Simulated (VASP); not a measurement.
A run of VASP 6.6.1:

INCAR

```
PREC     = Accurate       # precision mode
ENCUT    = 520            # plane-wave cutoff, eV
EDIFF    = 1E-6           # SCF threshold, eV
ISMEAR   = 0              # smearing method
SIGMA    = 0.02           # smearing width, eV
LREAL    = False          # projectors in reciprocal space
LASPH    = True           # aspherical terms in the spheres
NELM     = 80             # most SCF steps
ALGO     = Normal         # electronic algorithm
ISIF     = 2              # what is computed and relaxed
LWAVE    = False          # write WAVECAR
LCHARG   = False          # write CHGCAR
GGA      = PE             # functional
NBANDS   = 25             # bands
```

The input KPOINTS:

```
Automatic mesh
0
Gamma
  4 4 4
```

Contents of POSCAR:

```
HgH3
1.0
    7.3074144536      0.0000000000      0.0000000000
    0.0000000000      7.3074144536      0.0000000000
    0.0000000000      0.0000000000      7.3074144536
Hg H
2 6
Direct
    0.5000000000      0.5000000000      0.5000000000
    0.0000000000      0.0000000000      0.0000000000
    0.0514524943      0.5000000000      0.5000000000
    0.9485475057      0.5000000000      0.5000000000
    0.5000000000      0.0514524943      0.5000000000
    0.5000000000      0.9485475057      0.5000000000
    0.5000000000      0.5000000000      0.0514524943
    0.5000000000      0.5000000000      0.9485475057
```

Potentials or basis: VASP PAW PBE potentials, release 64 (Hg, H).

The run is started by

```console
$ cat potpaw_PBE.64/Hg/POTCAR potpaw_PBE.64/H/POTCAR > POTCAR
$ mpirun -np 1 vasp_std > vasp.out
```

Hardware: 1 thread of Intel(R) Xeon(R) 6975P-C (Granite Rapids), on a shared host.

How long does it take, and how much memory?

Run time: 46 s on 1 thread of Intel(R) Xeon(R) 6975P-C (Granite Rapids) (shared host), peak memory 0.43 GiB. Counts: scf iterations 14, k points 10.
